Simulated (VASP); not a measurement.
A run of VASP 6.6.1 is set up as follows.

INCAR

```
SYSTEM = Au
  ALGO = Normal
  EDIFF = 1E-7
  ENCUT = 520
  GGA = PE
  ISIF = 2
  ISMEAR = 0
  LASPH = .True.
  LCHARG = .True.
  LELF = .True.
  LREAL = .False.
  LVHAR = .True.
  LWAVE = .False.
  NBANDS = 12
  NELM = 100
  PREC = Accurate
  SIGMA = 0.017
```

Contents of KPOINTS:

```
k-points
0
Gamma
  11 11 11
  0 0 0
```

POSCAR

```
Au
1.0
   -1.6572690000      1.6572690000      1.6572690000
    1.6572690000     -1.6572690000      1.6572690000
    1.6572690000      1.6572690000     -1.6572690000
Au
1
Direct
    0.0000000000      0.0000000000      0.0000000000
```

Potentials or basis: VASP PAW PBE potentials, release 64 (Au).

Run with:

```console
$ cat potpaw_PBE.64/Au/POTCAR > POTCAR
$ mpirun -np 1 vasp_std > vasp.out
```

Question: Estimate the pressure.

Answer: -1.1 GPa.
